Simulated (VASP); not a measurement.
# SnO in VASP: notebook

SnO is run at these levels: PBEsol; tasks: single point.

Everything below comes from runs of VASP 6.6.1. Logs are shortened: lines on timing, memory, paths and dates and some standing lists are left out, and cuts for length are marked.

## 1. The cell of the first run

It takes space group Pmn2_1 (No. 31, orthorhombic). The conventional cell has a = 3.355 Å, b = 5.674 Å, c = 4.222 Å, α = 90.00°, β = 90.00°, γ = 90.00°. Within 2.8 Å of Sn (site symmetry m) lie 3 O at 2.15 to 2.16 Å. O (site symmetry m) has 3 Sn at 2.15 to 2.16 Å within 2.8 Å.

## 2. Single point, PBEsol

The input, INCAR:

```
SYSTEM = SnO
  PREC = Accurate
  ENCUT = 520
  EDIFF = 1E-6
  ISMEAR = 0
  SIGMA = 0.01
  LREAL = .False.
  LASPH = .True.
  NELM = 60
  ALGO = Normal
  ISIF = 2
  LWAVE = .False.
  LCHARG = .False.
  GGA = PS
  NBANDS = 28
```

The input, KPOINTS:

```
Automatic mesh
0
Gamma
  5 3 4
  0 0 0
```

The input, POSCAR:

```
SnO
1.0
    3.3550050000      0.0000000000      0.0000000000
    0.0000000000      5.6741040000      0.0000000000
    0.0000000000      0.0000000000      4.2219700000
Sn O
2 2
Direct
    0.0000000000      0.2319089992      0.5131439991
    0.5000000000      0.7680910008      0.0131439991
    0.0000000000      0.8912500000      0.7368570004
    0.5000000000      0.1087500000      0.2368570004
```

Potentials or basis: VASP PAW PBE potentials, release 64 (Sn_d, O).

Command:

```bash
$ cat potpaw_PBE.64/Sn_d/POTCAR potpaw_PBE.64/O/POTCAR > POTCAR
$ mpirun -np 1 vasp_std > vasp.out
```

OUTCAR:

```text
SYSTEM = SnO
   PREC = Accurate
   ENCUT = 520
   EDIFF = 1E-6
   ISMEAR = 0
   LREAL = .False.
   LASPH = .True.
   NELM = 60
   ISIF = 2
   GGA = PS

 ion  position               nearest neighbor table
   1  0.000  0.232  0.513-   3 2.15   4 2.16   4 2.16
   2  0.500  0.768  0.013-   4 2.15   3 2.16   3 2.16
   3  0.000  0.891  0.737-   1 2.15   2 2.16   2 2.16
   4  0.500  0.109  0.237-   2 2.15   1 2.16   1 2.16

  LATTYP: Found a simple orthorhombic cell.
 ALAT       =     3.3550050000
 B/A-ratio  =     1.2584094510
 C/A-ratio  =     1.6912356315

  Lattice vectors:

 A1 = (  -3.3550050000,   0.0000000000,   0.0000000000)
 A2 = (   0.0000000000,   0.0000000000,   4.2219700000)
 A3 = (   0.0000000000,   5.6741040000,   0.0000000000)

Analysis of symmetry for initial positions (statically):
=====================================================================
 Subroutine PRICEL returns:
 Original cell was already a primitive cell.

 Routine SETGRP: Setting up the symmetry group for a
 simple orthorhombic supercell.

 Subroutine GETGRP returns: Found  4 space group operations
 (whereof  2 operations were pure point group operations)
 out of a pool of  8 trial point group operations.

The static configuration has the point symmetry C_1h.
 The point group associated with its full space group is C_2v.

Analysis of symmetry for dynamics (positions and initial velocities):
=====================================================================
 Subroutine PRICEL returns:
 Original cell was already a primitive cell.

 Routine SETGRP: Setting up the symmetry group for a
 simple orthorhombic supercell.

 Subroutine GETGRP returns: Found  4 space group operations
 (whereof  2 operations were pure point group operations)
 out of a pool of  8 trial point group operations.

The dynamic configuration has the point symmetry C_1h.
 The point group associated with its full space group is C_2v.

 Subroutine INISYM returns: Found  4 space group operations
 (whereof  2 operations are pure point group operations),
 and found     1 'primitive' translations

----------------------------------------------------------------------------------------

                                     Primitive cell

  volume of cell :      80.3722

  direct lattice vectors                    reciprocal lattice vectors
     3.355005000  0.000000000  0.000000000     0.298062149  0.000000000  0.000000000
     0.000000000  5.674104000  0.000000000     0.000000000  0.176239279  0.000000000
     0.000000000  0.000000000  4.221970000     0.000000000  0.000000000  0.236856254

  length of vectors
     3.355005000  5.674104000  4.221970000     0.298062149  0.176239279  0.236856254

  position of ions in fractional coordinates (direct lattice)
     0.000000000  0.231908999  0.513143999
     0.500000000  0.768091001  0.013143999
     0.000000000  0.891250000  0.736857000
     0.500000000  0.108750000  0.236857000

  ion indices of the primitive-cell ions
   primitive index   ion index
                 1           1
                 2           2
                 3           3
                 4           4

----------------------------------------------------------------------------------------

 KPOINTS: Automatic mesh

Automatic generation of k-mesh.
 Grid dimensions read from file:
 generate k-points for:    5    3    4

 Generating k-lattice:

  Cartesian coordinates                     Fractional coordinates (reciprocal lattice)
     0.059612430  0.000000000  0.000000000     0.200000000  0.000000000  0.000000000
     0.000000000  0.058746426  0.000000000     0.000000000  0.333333333  0.000000000
     0.000000000  0.000000000  0.059214064     0.000000000  0.000000000  0.250000000

  Length of vectors
     0.059612430  0.058746426  0.059214064

  Shift w.r.t. Gamma in fractional coordinates (k-lattice)
     0.000000000  0.000000000  0.000000000

 Subroutine IBZKPT returns following result:
 ===========================================

 Found     18 irreducible k-points:

 Following reciprocal coordinates:
            Coordinates               Weight
  0.000000  0.000000  0.000000      1.000000
  0.200000  0.000000  0.000000      2.000000
  0.400000  0.000000  0.000000      2.000000
  0.000000  0.333333  0.000000      2.000000
  0.200000  0.333333  0.000000      4.000000
  0.400000  0.333333  0.000000      4.000000
[... 10 lines left out ...]
  0.200000  0.333333  0.500000      4.000000
  0.400000  0.333333  0.500000      4.000000
   k-points           NKPTS =     18   k-points in BZ     NKDIM =     18   number of bands    NBANDS=     28
   number of dos      NEDOS =    301   number of ions     NIONS =      4
   total plane-waves  NPLWV =  37632
   dimension x,y,z NGX =    28 NGY =   42 NGZ =   32
   dimension x,y,z NGXF=    56 NGYF=   84 NGZF=   64
   ions per type =               2   2
   NGX,Y,Z   is equivalent  to a cutoff of  13.87, 12.31, 12.60 a.u.
   NGXF,Y,Z  is equivalent  to a cutoff of  27.75, 24.61, 25.20 a.u.
 SYSTEM =  SnO
   PREC   = accura    normal or accurate (medium, high low for compatibility)
   ISTART =      0    job   : 0-new  1-cont  2-samecut
   ICHARG =      2    charge: 1-file 2-atom 10-const
   ISPIN  =      1    spin polarized calculation?
   LNONCOLLINEAR =      F non collinear calculations
   LSORBIT =      F    spin-orbit coupling
   LASPH  =      T    aspherical Exc in radial PAW
   ENCUT  =  520.0 eV  38.22 Ry    6.18 a.u.   6.24 10.55  7.85*2*pi/ulx,y,z
   NELM   =     60;   NELMIN=  2; NELMDL= -5     # of ELM steps
   EDIFF  = 0.1E-05   stopping-criterion for ELM
   LREAL  =      F    real-space projection
   EDIFFG = 0.1E-04   stopping-criterion for IOM
   NSW    =      0    number of steps for IOM
   IBRION =     -1    ionic relax: 0-MD 1-quasi-New 2-CG
   NFREE  =      0    steps in history (QN), initial steepest desc. (CG)
   ISIF   =      2    stress and relaxation
   ISYM   =      2    0-nonsym 1-usesym 2-fastsym
   POTIM  = 0.5000    time-step for ionic-motion
   TEBEG  =    0.0;   TEEND  =   0.0 temperature during run
   PSTRESS=    0.0 pullay stress
   NELECT =      40.0000    total number of electrons
   NUPDOWN=      -1.0000    fix difference up-down
   EMIN   =  10.00;   EMAX   =-10.00  energy-range for DOS
   EFERMI =   0.00;   METHOD = LEGACY
   ISMEAR =     0;   SIGMA  =   0.01  broadening in eV -4-tet -1-fermi 0-gaus
   EFERMI_NEDOS =   21; number of points for ismear=-14 and -15
   IALGO  =     38    algorithm
   IMIX   =      4    mixing-type and parameters
     AMIX     =   0.40;   BMIX     =  1.00
     AMIX_MAG =   1.60;   BMIX_MAG =  1.00
  volume/ion in A,a.u.               =      20.09       135.59
  Fermi-wavevector in a.u.,A,eV,Ry     =   1.297357  2.451650 22.900458  1.683136
  Thomas-Fermi vector in A             =   2.428755
   LORBIT       =      0    0 simple, 1 ext, 2 COOP (PROOUT), +10 PAW based schemes
   GGA     = PS    functional components
   LHFCALC =     F    Hartree Fock is set to
   AEXX    =    0.0000 exact exchange contribution
   IVDW    =     0    specifies the selected vdW correction
   LEPSILON=     F    determine dielectric tensor
   LRPA    =     F    only Hartree local field effects (RPA)
 non-spin polarized calculation
 Gauss-broadening in eV      SIGMA  =   0.01
  energy-cutoff  :      520.00
  volume of cell :       80.37
 maximum number of plane-waves:      2178
 NGX is ok and might be reduce to    28
   NGX = 13   NGY = 21   NGZ = 15

 number of electron      39.9999992 magnetization

 Free energy of the ion-electron system (eV)
  ---------------------------------------------------
  ext. energy  EPLUGINS =         0.00000000
  ---------------------------------------------------
  free energy    TOTEN  =       -23.79234743 eV

  energy without entropy =      -23.79234743  energy(sigma->0) =      -23.79234743

 E-fermi :   4.7540     XC(G=0):  -9.7639

 val. band max:        4.7079874937   @ k =   0.0000   0.0000   0.0000
 cond. band min:       6.2484463981   @ k =   0.4000   0.3333   0.0000
 fundamental gap:      1.5404589043
 Fermi energy:         4.7540432778

 k-point     1 :       0.0000    0.0000    0.0000
  band No.  band energies     occupation
      1     -16.4146      2.00000
      2     -16.0879      2.00000
      3     -16.0034      2.00000
      4     -15.9773      2.00000
      5     -15.9498      2.00000
      6     -15.9181      2.00000
[... 20 lines left out ...]
     27      13.3587      0.00000
     28      13.9409      0.00000

 k-point     2 :       0.2000    0.0000    0.0000
  band No.  band energies     occupation
      1     -16.4019      2.00000
      2     -16.1207      2.00000
      3     -16.0087      2.00000
      4     -15.9809      2.00000
      5     -15.9643      2.00000
      6     -15.9206      2.00000
[... 20 lines left out ...]
     27      13.1834      0.00000
     28      14.1527      0.00000

 k-point     3 :       0.4000    0.0000    0.0000
  band No.  band energies     occupation
      1     -16.3941      2.00000
      2     -16.3125      2.00000
      3     -15.9692      2.00000
      4     -15.9549      2.00000
      5     -15.9357      2.00000
      6     -15.9246      2.00000
[... 20 lines left out ...]
     27      13.1296      0.00000
     28      14.3988      0.00000

 k-point     4 :       0.0000    0.3333    0.0000
  band No.  band energies     occupation
      1     -16.4086      2.00000
      2     -16.0912      2.00000
      3     -15.9983      2.00000
      4     -15.9748      2.00000
      5     -15.9522      2.00000
      6     -15.9242      2.00000
[... 20 lines left out ...]
     27      13.9395      0.00000
     28      14.4060      0.00000

 k-point     5 :       0.2000    0.3333    0.0000
  band No.  band energies     occupation
      1     -16.3999      2.00000
      2     -16.1208      2.00000
      3     -16.0126      2.00000
      4     -15.9792      2.00000
      5     -15.9597      2.00000
      6     -15.9233      2.00000
[... 20 lines left out ...]
     27      13.5395      0.00000
     28      14.5803      0.00000

 k-point     6 :       0.4000    0.3333    0.0000
  band No.  band energies     occupation
      1     -16.3977      2.00000
      2     -16.3159      2.00000
      3     -15.9644      2.00000
      4     -15.9551      2.00000
      5     -15.9347      2.00000
      6     -15.9251      2.00000
[... 277 lines left out ...]
      5     -15.9139      2.00000
      6     -15.9139      2.00000
[... 20 lines left out ...]
     27      13.6122      0.00000
     28      13.6122      0.00000

 k-point    16 :       0.0000    0.3333    0.5000
  band No.  band energies     occupation
      1     -16.2741      2.00000
      2     -16.2741      2.00000
      3     -15.9734      2.00000
      4     -15.9734      2.00000
      5     -15.9713      2.00000
      6     -15.9713      2.00000
[... 20 lines left out ...]
     27      15.0868      0.00000
     28      15.0868      0.00000

 k-point    17 :       0.2000    0.3333    0.5000
  band No.  band energies     occupation
      1     -16.2943      2.00000
      2     -16.2943      2.00000
      3     -15.9925      2.00000
      4     -15.9925      2.00000
      5     -15.9489      2.00000
      6     -15.9489      2.00000
[... 20 lines left out ...]
     27      14.8254      0.00000
     28      14.8254      0.00000

 k-point    18 :       0.4000    0.3333    0.5000
  band No.  band energies     occupation
      1     -16.3755      2.00000
      2     -16.3755      2.00000
      3     -15.9838      2.00000
      4     -15.9838      2.00000
      5     -15.9144      2.00000
      6     -15.9144      2.00000
[... 20 lines left out ...]
     27      14.2185      0.00000
     28      14.2185      0.00000

------------------------ aborting loop because EDIFF is reached ----------------------------------------

  FORCE on cell =-STRESS in cart. coord.  units (eV):
  Direction    XX          YY          ZZ          XY          YZ          ZX
  --------------------------------------------------------------------------------------
  -------------------------------------------------------------------------------------
  Total       -1.7019891     -1.2730313     -1.2880408      0.0000000      0.0000000      0.0000000
  in kB      -33.9282733    -25.3772203    -25.6764280      0.0000000      0.0000000      0.0000000
  external PRESSURE =     -28.3273072 kB  Pullay stress =       0.0000000 kB

 VOLUME and BASIS-vectors are now :
 -----------------------------------------------------------------------------
  energy-cutoff  :      520.00
  volume of cell :       80.37
      direct lattice vectors                 reciprocal lattice vectors
     3.355005000  0.000000000  0.000000000     0.298062149  0.000000000  0.000000000
     0.000000000  5.674104000  0.000000000     0.000000000  0.176239279  0.000000000
     0.000000000  0.000000000  4.221970000     0.000000000  0.000000000  0.236856254

 POSITION                                       TOTAL-FORCE (eV/Angst)
 -----------------------------------------------------------------------------------
      0.00000      1.31588      2.16648         0.000000     -0.336824     -0.101521
      1.67750      4.35823      0.05549         0.000000      0.336824     -0.101521
      0.00000      5.05705      3.11099         0.000000      0.125536      0.101521
      1.67750      0.61706      1.00000         0.000000     -0.125536      0.101521
 -----------------------------------------------------------------------------------
    total drift:                                0.000000      0.000000     -0.000018

  FREE ENERGIE OF THE ION-ELECTRON SYSTEM (eV)
  ---------------------------------------------------
  free  energy   TOTEN  =       -23.7923474309 eV

  energy  without entropy=      -23.7923474309  energy(sigma->0) =      -23.79234743
```

Wall time 23 s (1 thread of AMD EPYC 9R45 (Zen 5), shared host); peak memory 0.17 GiB.

What came out:

```yaml
Free_energy: -23.7923 eV
Pressure: -2.8 GPa
Largest_force: 0.352 eV/Å
Band_gap_on_the_k_mesh: 1.54 eV, indirect (least direct gap 2.13 eV)
```

Forces in eV/Å, atoms in the order of the input:
```
Sn   0.000 -0.337 -0.102
Sn   0.000  0.337 -0.102
O    0.000  0.126  0.102
O    0.000 -0.126  0.102
```

Levels at points of the mesh, in eV from the valence-band top:
| k point | band 18 | band 19 | band 20 | band 21 | band 22 | band 23 |
| --- | --- | --- | --- | --- | --- | --- |
| (0.00, 0.00, 0.00) | -2.64 | -2.05 | 0.00 | 2.61 | 3.10 | 5.81 |
| (0.00, 0.00, 0.50) | -3.20 | -1.66 | -1.66 | 2.61 | 2.61 | 5.17 |

Caveat: the PAW data sets were made with another functional, which shifts forces and pressure a little; spin-orbit coupling is left out, which moves the levels of the heavy elements. A k mesh can miss the band edges.

## 3. Single point, PBEsol

The input, INCAR:

```
  PREC = Accurate
  ENCUT = 520
  EDIFF = 1E-7
  ISMEAR = 0
  SIGMA = 0.01
  LREAL = False
  LASPH = True
  NELM = 80
  ALGO = Normal
  ISIF = 2
  LWAVE = False
  LCHARG = True
  GGA = PS
  LELF = True
  LVHAR = True
  NBANDS = 28
```

The input, KPOINTS:

```
regular mesh
0
Gamma
  5 3 4
```

Changes to POSCAR since step 2:

```diff
@@ -8,3 +8,3 @@
 Direct
-    0.0000000000      0.2319089992      0.5131439991
+    0.0000000000      0.2319089992      0.5155125617
     0.5000000000      0.7680910008      0.0131439991
```

Potentials or basis: VASP PAW PBE potentials, release 64 (Sn_d, O).

Command:

```bash
$ cat potpaw_PBE.64/Sn_d/POTCAR potpaw_PBE.64/O/POTCAR > POTCAR
$ mpirun -np 1 vasp_std > vasp.out
```

Wall time 32 s (1 thread of AMD EPYC 9R45 (Zen 5), shared host); peak memory 0.17 GiB.

The run converged. Its results:

| Quantity | Value |
| --- | --- |
| Free energy | -23.7910 eV |
| Pressure | -2.9 GPa |
| Largest force | 0.394 eV/Å |
| Band gap on the k mesh | 1.54 eV, indirect (least direct gap 2.12 eV) |

Forces on the atoms (eV/Å):
```
Sn   0.000 -0.354 -0.174
Sn   0.000  0.344 -0.081
O    0.000  0.108  0.111
O    0.000 -0.099  0.144
```

Stress tensor (GPa, compression positive):
```
-3.52  0.00  0.00
 0.00 -2.54 -0.18
 0.00 -0.18 -2.68
```

Levels at points of the mesh, in eV from the valence-band top:
```csv
k point,band 17,band 18,band 19,band 20,band 21,band 22,band 23,band 24
"(0.00, 0.00, 0.00)",-3.49,-2.62,-2.03,0.00,2.62,3.11,5.82,5.87
"(0.00, 0.00, 0.50)",-3.20,-3.15,-1.66,-1.65,2.61,2.63,5.16,5.19
```

Caveat: the PAW data sets were made with another functional, which shifts forces and pressure a little; spin-orbit coupling is left out, which moves the levels of the heavy elements. A k mesh can miss the band edges.
